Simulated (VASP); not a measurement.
# MgO (F-43m) in VASP: single point with r2SCAN

Aim: the single point of MgO with r2SCAN.

Program: VASP 6.6.1. These are calculated values, not measurements. Logs are shortened: lines on timing, memory, paths and dates and some standing lists are left out, and cuts for length are marked.

### 1 The cell of the first run

Symmetry: F-43m, No. 216, cubic system. The conventional cell has a = 4.565 Å, b = 4.565 Å, c = 4.565 Å, α = 90.00°, β = 90.00°, γ = 90.00°. Within 2.6 Å of Mg (site symmetry -43m) lie 4 O at 1.98 Å. O (site symmetry -43m) has 4 Mg at 1.98 Å within 2.6 Å.

### 2 Single point, r2SCAN

POSCAR

```
MgO
1.0
    3.2276694461      0.0000000000      0.0000000000
   -1.6138347230      2.7952437354      0.0000000000
    0.0000000000      0.0000000000      7.9062724197
Mg O
3 3
Direct
    0.0000000000      0.0000000000      0.0000029011
    0.3333333333      0.6666666667      0.3333362345
    0.6666666667      0.3333333333      0.6666695678
    0.0000000000      0.0000000000      0.2499970989
    0.3333333333      0.6666666667      0.5833304322
    0.6666666667      0.3333333333      0.9166637655
```

INCAR.step1

```
PREC = Accurate ; ENCUT = 520
ISMEAR = 0 ; SIGMA = 0.02
LREAL = F ; LASPH = T
NELM = 60 ; NBANDS = 21
GGA = PE ; ALGO = Normal
EDIFF = 1E-4 ; LWAVE = T
LCHARG = F
```

INCAR.step2

```
PREC = Accurate ; ENCUT = 520
EDIFF = 1E-6 ; ISMEAR = 0
SIGMA = 0.02 ; LREAL = F
LASPH = T ; NELM = 60
ALGO = Normal ; ISIF = 2
LWAVE = F ; LCHARG = F
METAGGA = R2SCAN ; LMIXTAU = T
NBANDS = 21 ; ISTART = 1
```

KPOINTS

```
regular mesh
0
Gamma
  9 9 3
```

Potentials or basis: VASP PAW PBE potentials, release 64 (Mg, O).

Started as:

```console
$ cat potpaw_PBE.64/Mg/POTCAR potpaw_PBE.64/O/POTCAR > POTCAR
$ cp INCAR.step1 INCAR
$ mpirun -np 1 vasp_std > vasp.out
$ cp INCAR.step2 INCAR
$ mpirun -np 1 vasp_std > vasp.out
```

OUTCAR:

```text
PREC = Accurate
   ENCUT = 520
   EDIFF = 1E-6
   ISMEAR = 0
   LREAL = F
   LASPH = T
   NELM = 60
   ISIF = 2
   METAGGA = R2SCAN
   ISTART = 1

 ion  position               nearest neighbor table
   1  0.000  0.000  0.000-   4 1.98   6 1.98   6 1.98   6 1.98   3 3.23   3 3.23   3 3.23   2 3.23
                             2 3.23   2 3.23
   2  0.333  0.667  0.333-   5 1.98   4 1.98   4 1.98   4 1.98   3 3.23   3 3.23   3 3.23   1 3.23
                             1 3.23   1 3.23
   3  0.667  0.333  0.667-   6 1.98   5 1.98   5 1.98   5 1.98   1 3.23   2 3.23   2 3.23   1 3.23
                             1 3.23   2 3.23
   4  0.000  0.000  0.250-   1 1.98   2 1.98   2 1.98   2 1.98
   5  0.333  0.667  0.583-   2 1.98   3 1.98   3 1.98   3 1.98
   6  0.667  0.333  0.917-   3 1.98   1 1.98   1 1.98   1 1.98

  LATTYP: Found a hexagonal cell.
 ALAT       =     3.2276694461
 C/A-ratio  =     2.4495297774

  Lattice vectors:

 A1 = (   3.2276694461,   0.0000000000,   0.0000000000)
 A2 = (  -1.6138347230,   2.7952437354,   0.0000000000)
 A3 = (   0.0000000000,   0.0000000000,   7.9062724197)

Analysis of symmetry for initial positions (statically):
=====================================================================
 Subroutine PRICEL returns following result:

  LATTYP: Found a trigonal (rhomboedric) cell.
 ALAT       =     3.2277046153
 COS(alpha) =     0.5000108960

  Lattice vectors:

 A1 = (   1.6138347229,  -0.9317479117,   2.6354241404)
 A2 = (  -0.0000000001,   1.8634958237,   2.6354241404)
 A3 = (  -1.6138347227,  -0.9317479120,   2.6354241388)

   3 primitive cells build up your supercell.

 Routine SETGRP: Setting up the symmetry group for a
 hexagonal supercell.

 Subroutine GETGRP returns: Found  6 space group operations
 (whereof  6 operations were pure point group operations)
 out of a pool of 24 trial point group operations.

The static configuration has the point symmetry C_3v.

Analysis of symmetry for dynamics (positions and initial velocities):
=====================================================================
 Subroutine PRICEL returns following result:

  LATTYP: Found a trigonal (rhomboedric) cell.
 ALAT       =     3.2277046153
 COS(alpha) =     0.5000108960

  Lattice vectors:

 A1 = (   1.6138347229,  -0.9317479117,   2.6354241404)
 A2 = (  -0.0000000001,   1.8634958237,   2.6354241404)
 A3 = (  -1.6138347227,  -0.9317479120,   2.6354241388)

   3 primitive cells build up your supercell.

 Routine SETGRP: Setting up the symmetry group for a
 hexagonal supercell.

 Subroutine GETGRP returns: Found  6 space group operations
 (whereof  6 operations were pure point group operations)
 out of a pool of 24 trial point group operations.

The dynamic configuration has the point symmetry C_3v.

 Subroutine INISYM returns: Found  6 space group operations
 (whereof  6 operations are pure point group operations),
 and found     3 'primitive' translations

----------------------------------------------------------------------------------------

                                     Primitive cell

  volume of cell :      23.7771

  direct lattice vectors                    reciprocal lattice vectors
     1.613834723 -0.931747912  2.635424140     0.309821070 -0.178875278  0.126481855
    -0.000000000  1.863495824  2.635424140    -0.000000000  0.357750556  0.126481855
    -1.613834723 -0.931747912  2.635424139    -0.309821070 -0.178875278  0.126481855

  length of vectors
     3.227704615  3.227704615  3.227704614     0.379451077  0.379451077  0.379451077

  position of ions in fractional coordinates (direct lattice)
     0.000002901  0.000002901  0.000002901
     0.249997099  0.249997099  0.249997099

  ion indices of the primitive-cell ions
   primitive index   ion index
                 1           1
                 2           4

----------------------------------------------------------------------------------------

 KPOINTS: regular mesh

Automatic generation of k-mesh.
 Grid dimensions read from file:
 generate k-points for:    9    9    3

 Generating k-lattice:

  Cartesian coordinates                     Fractional coordinates (reciprocal lattice)
     0.034424563  0.019875031  0.000000000     0.111111111  0.000000000  0.000000000
     0.000000000  0.039750062  0.000000000     0.000000000  0.111111111  0.000000000
     0.000000000  0.000000000  0.042160618     0.000000000  0.000000000  0.333333333

  Length of vectors
     0.039750062  0.039750062  0.042160618

  Shift w.r.t. Gamma in fractional coordinates (k-lattice)
     0.000000000  0.000000000  0.000000000

 Subroutine IBZKPT returns following result:
 ===========================================

 Found     31 irreducible k-points:

 Following reciprocal coordinates:
            Coordinates               Weight
  0.000000  0.000000  0.000000      1.000000
  0.111111  0.000000  0.000000      6.000000
  0.222222 -0.000000  0.000000      6.000000
  0.333333 -0.000000  0.000000      6.000000
  0.444444 -0.000000  0.000000      6.000000
  0.111111  0.111111  0.000000      6.000000
[... 16 lines left out ...]
  0.222222  0.111111  0.333333     12.000000
 -0.111111  0.333333  0.333333     12.000000
 [... further k-points ...]
   k-points           NKPTS =     31   k-points in BZ     NKDIM =     31   number of bands    NBANDS=     21
   number of dos      NEDOS =    301   number of ions     NIONS =      6
   total plane-waves  NPLWV =  34560
   dimension x,y,z NGX =    24 NGY =   24 NGZ =   60
   dimension x,y,z NGXF=    48 NGYF=   48 NGZF=  120
   ions per type =               3   3
   NGX,Y,Z   is equivalent  to a cutoff of  12.36, 12.36, 12.62 a.u.
   NGXF,Y,Z  is equivalent  to a cutoff of  24.72, 24.72, 25.23 a.u.
 SYSTEM =  unknown system
   PREC   = accura    normal or accurate (medium, high low for compatibility)
   ISTART =      1    job   : 0-new  1-cont  2-samecut
   ICHARG =      0    charge: 1-file 2-atom 10-const
   ISPIN  =      1    spin polarized calculation?
   LNONCOLLINEAR =      F non collinear calculations
   LSORBIT =      F    spin-orbit coupling
   LASPH  =      T    aspherical Exc in radial PAW
   ENCUT  =  520.0 eV  38.22 Ry    6.18 a.u.   6.00  6.00 14.70*2*pi/ulx,y,z
   NELM   =     60;   NELMIN=  2; NELMDL=  0     # of ELM steps
   EDIFF  = 0.1E-05   stopping-criterion for ELM
   LREAL  =      F    real-space projection
   EDIFFG = 0.1E-04   stopping-criterion for IOM
   NSW    =      0    number of steps for IOM
   IBRION =     -1    ionic relax: 0-MD 1-quasi-New 2-CG
   NFREE  =      0    steps in history (QN), initial steepest desc. (CG)
   ISIF   =      2    stress and relaxation
   ISYM   =      2    0-nonsym 1-usesym 2-fastsym
   POTIM  = 0.5000    time-step for ionic-motion
   TEBEG  =    0.0;   TEEND  =   0.0 temperature during run
   PSTRESS=    0.0 pullay stress
   NELECT =      24.0000    total number of electrons
   NUPDOWN=      -1.0000    fix difference up-down
   EMIN   =  10.00;   EMAX   =-10.00  energy-range for DOS
   EFERMI =   0.00;   METHOD = LEGACY
   ISMEAR =     0;   SIGMA  =   0.02  broadening in eV -4-tet -1-fermi 0-gaus
   EFERMI_NEDOS =   21; number of points for ismear=-14 and -15
   IALGO  =     38    algorithm
   IMIX   =      4    mixing-type and parameters
     AMIX     =   0.40;   BMIX     =  1.00
     AMIX_MAG =   1.60;   BMIX_MAG =  1.00
  volume/ion in A,a.u.               =      11.89        80.23
  Fermi-wavevector in a.u.,A,eV,Ry     =   1.138636  2.151711 17.639857  1.296493
  Thomas-Fermi vector in A             =   2.275341
   LORBIT       =      0    0 simple, 1 ext, 2 COOP (PROOUT), +10 PAW based schemes
   METAGGA = R2SCAN    functional components
   LHFCALC =     F    Hartree Fock is set to
   AEXX    =    0.0000 exact exchange contribution
   IVDW    =     0    specifies the selected vdW correction
   LEPSILON=     F    determine dielectric tensor
   LRPA    =     F    only Hartree local field effects (RPA)
 non-spin polarized calculation
 Gauss-broadening in eV      SIGMA  =   0.02
  energy-cutoff  :      520.00
  volume of cell :       71.33
 maximum number of plane-waves:      1950
   NGX = 13   NGY = 13   NGZ = 29

 number of electron      24.0000007 magnetization

 Free energy of the ion-electron system (eV)
  ---------------------------------------------------
  ext. energy  EPLUGINS =         0.00000000
  ---------------------------------------------------
  free energy    TOTEN  =       -47.56237750 eV

  energy without entropy =      -47.56237750  energy(sigma->0) =      -47.56237750

 E-fermi :   0.5004     XC(G=0): -10.1641

 val. band max:        0.3579189177   @ k =   0.0000   0.0000   0.0000
 cond. band min:       4.6777419026   @ k =   0.0000   0.0000   0.0000
 fundamental gap:      4.3198229848
 Fermi energy:         0.5003709672

 k-point     1 :       0.0000    0.0000    0.0000
  band No.  band energies     occupation
      1     -16.4735      2.00000
      2     -15.9993      2.00000
      3     -15.9993      2.00000
      4      -2.0869      2.00000
      5      -2.0869      2.00000
      6       0.2182      2.00000
[... 13 lines left out ...]
     20      16.4751      0.00000
     21      16.4751      0.00000

 k-point     2 :       0.1111    0.0000    0.0000
  band No.  band energies     occupation
      1     -16.4102      2.00000
      2     -15.9610      2.00000
      3     -15.9594      2.00000
      4      -2.0264      2.00000
      5      -2.0225      2.00000
      6      -0.1092      2.00000
[... 13 lines left out ...]
     20      16.5198      0.00000
     21      16.7558      0.00000

 k-point     3 :       0.2222   -0.0000    0.0000
  band No.  band energies     occupation
      1     -16.2419      2.00000
      2     -15.8681      2.00000
      3     -15.8548      2.00000
      4      -1.9269      2.00000
      5      -1.9134      2.00000
      6      -1.0056      2.00000
[... 13 lines left out ...]
     20      15.4632      0.00000
     21      16.6183      0.00000
[... 457 lines left out ...]
 k-point    23 :       0.2222    0.1111    0.3333
  band No.  band energies     occupation
      1     -16.0486      2.00000
      2     -15.9398      2.00000
      3     -15.6888      2.00000
      4      -1.9107      2.00000
      5      -1.8970      2.00000
      6      -1.4842      2.00000
[... 13 lines left out ...]
     20      15.3854      0.00000
     21      15.7006      0.00000

 k-point    24 :      -0.1111    0.3333    0.3333
  band No.  band energies     occupation
      1     -16.0596      2.00000
      2     -15.9220      2.00000
      3     -15.6957      2.00000
      4      -1.8225      2.00000
      5      -1.7215      2.00000
      6      -1.7138      2.00000
[... 13 lines left out ...]
     20      15.4439      0.00000
     21      16.1115      0.00000

 [... further k-points ...]
[... 5 lines left out ...]
  --------------------------------------------------------------------------------------
  -------------------------------------------------------------------------------------
  Total       -0.2613437     -0.2613437     -0.2598983     -0.0000000     -0.0000000      0.0000000
  in kB       -5.8700538     -5.8700538     -5.8375886     -0.0000000     -0.0000000      0.0000000
  external PRESSURE =      -5.8592321 kB  Pullay stress =       0.0000000 kB

 VOLUME and BASIS-vectors are now :
 -----------------------------------------------------------------------------
  energy-cutoff  :      520.00
  volume of cell :       71.33
      direct lattice vectors                 reciprocal lattice vectors
     3.227669446  0.000000000  0.000000000     0.309821070  0.178875278  0.000000000
    -1.613834723  2.795243735  0.000000000     0.000000000  0.357750556  0.000000000
     0.000000000  0.000000000  7.906272420     0.000000000  0.000000000  0.126481855

 POSITION                                       TOTAL-FORCE (eV/Angst)
 -----------------------------------------------------------------------------------
      0.00000      0.00000      0.00002         0.000000      0.000000     -0.001312
     -0.00000      1.86350      2.63545        -0.000000     -0.000000     -0.001312
      1.61383      0.93175      5.27087        -0.000000      0.000000     -0.001312
      0.00000      0.00000      1.97655         0.000000     -0.000000      0.001312
     -0.00000      1.86350      4.61197         0.000000     -0.000000      0.001312
      1.61383      0.93175      7.24739         0.000000     -0.000000      0.001312
 -----------------------------------------------------------------------------------
    total drift:                               -0.000003      0.000003     -0.023920

  FREE ENERGIE OF THE ION-ELECTRON SYSTEM (eV)
  ---------------------------------------------------
  free  energy   TOTEN  =       -47.5623775031 eV

  energy  without entropy=      -47.5623775031  energy(sigma->0) =      -47.56237750
```

It took 73 s on 1 thread of Intel Xeon 6975P-C (Granite Rapids), shared host; peak memory 0.2 GiB.

What came out:

- Free energy: -47.5624 eV
- Pressure: -0.6 GPa
- Band gap on the k mesh: 4.32 eV

Caveat: the PAW data sets were made with another functional, which shifts forces and pressure a little. r2SCAN opens gaps a little over a GGA but as a rule still falls short of measured ones.
